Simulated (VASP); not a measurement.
Write the native input for VASP 6.6.1 that does the following.

```yaml
Task: electric field gradients
Functional: PBE
Potentials_or_basis: VASP PAW PBE potentials, release 64 (Mo_sv, S)
Cutoff: 520 eV
k_mesh: 6 × 6 × 10
Occupations: fermi-dirac, width 0.03 eV
Spin: no spin polarisation
Dipole_correction: no
Further_INCAR_settings: ALGO = Normal; EDIFF = 1e-08; NBANDS = 35
```

The structure of MoS2 (rutile type) lies in POSCAR:

```
MoS2
1.0
    5.9894262290      0.0000000000      0.0000000000
    0.0000000000      5.9894262290      0.0000000000
    0.0000000000      0.0000000000      3.2955483600
Mo S
2 4
Direct
    0.0000000000      0.0000000000      0.0000000000
    0.5000000000      0.5000000000      0.5000000000
    0.2870085415      0.2870085415      0.0000000000
    0.7129914585      0.7129914585      0.0000000000
    0.7870085415      0.2129914585      0.5000000000
    0.2129914585      0.7870085415      0.5000000000
```

These files were run (other wordings do the same):

INCAR

```
SYSTEM = MoS2
ALGO = Normal
EDIFF = 1E-8
ENCUT = 520
GGA = PE
ISIF = 2
ISMEAR = -1
LASPH = .TRUE.
LCHARG = .FALSE.
LEFG = .TRUE.
LREAL = .FALSE.
LWAVE = .FALSE.
NBANDS = 35
NELM = 80
PREC = Accurate
SIGMA = 0.03
```

KPOINTS

```
k-points
0
G
  6 6 10
  0 0 0
```

Potentials or basis: VASP PAW PBE potentials, release 64 (Mo_sv, S).

Command:

```console
$ cat potpaw_PBE.64/Mo_sv/POTCAR potpaw_PBE.64/S/POTCAR > POTCAR
$ mpirun -np 1 vasp_std > vasp.out
```

It gave:

```json
{
  "Pressure": "-6.9 GPa",
  "Largest force": "0.247 eV/Å",
  "Band gap on the k mesh": "zero (bands 26 and 27 overlap by 0.90 eV)",
  "Largest electric field gradient by atom": "Mo -56.0; S -23.1 V/Å²"
}
```

Caveat: the cell stands under tension; without QUAD_EFG the Cq values of the log hold for a quadrupole moment of 1 mb, not for the nuclei.

It took 2.8 min on 1 thread of Intel(R) Xeon(R) Platinum 8375C CPU @ 2.90GHz (Ice Lake), with other jobs on the host, peak memory 0.36 GiB.
